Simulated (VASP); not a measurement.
Set up this calculation in VASP 6.6.1, as the native input.

```
Task                   : single point
Functional             : PBE
Potentials or basis    : VASP PAW PBE potentials, release 64 (Si, O)
Cutoff                 : 600 eV
k mesh                 : 21 × 21 × 21
Occupations            : fermi-dirac, width 0.0612256 eV
Spin                   : no spin polarisation
Dipole correction      : no
Further INCAR settings : ALGO = Normal; EDIFF = 1e-06; NBANDS = 15
```

The structure of SiO2 (fluorite type) lies in POSCAR:

```
SiO2
1.0
    0.0000000000      2.3212735226      2.3212735226
    2.3212735226      0.0000000000      2.3212735226
    2.3212735226      2.3212735226      0.0000000000
Si O
1 2
Direct
    0.0000000000      0.0000000000      0.0000000000
    0.2500000000      0.2500000000      0.2500000000
    0.7500000000      0.7500000000      0.7500000000
```

One way to write it, as run:

INCAR

```
SYSTEM = SiO2
PREC = Accurate ; ENCUT = 600
EDIFF = 1E-6 ; ISMEAR = -1
SIGMA = 0.06122561905347299 ; LREAL = .False.
LASPH = .True. ; NELM = 120
ALGO = Normal ; ISIF = 2
LWAVE = .False. ; LCHARG = .True.
GGA = PE ; LELF = .True.
LVHAR = .True. ; NBANDS = 15
GGA_COMPAT = .False.
```

KPOINTS

```
regular mesh
0
Gamma
  21 21 21
  0 0 0
```

Potentials or basis: VASP PAW PBE potentials, release 64 (Si, O).

Run with:

```bash
$ cat potpaw_PBE.64/Si/POTCAR potpaw_PBE.64/O/POTCAR > POTCAR
$ mpirun -np 1 vasp_std > vasp.out
```

Results of the run:

```
Pressure               : -9.8 GPa
Band gap on the k mesh : 1.25 eV, indirect (least direct gap 2.00 eV)
```

Run time: 88 s on 1 thread of AMD EPYC 9R45 96-Core Processor (Zen 5), with other jobs on the host, peak memory 0.21 GiB.
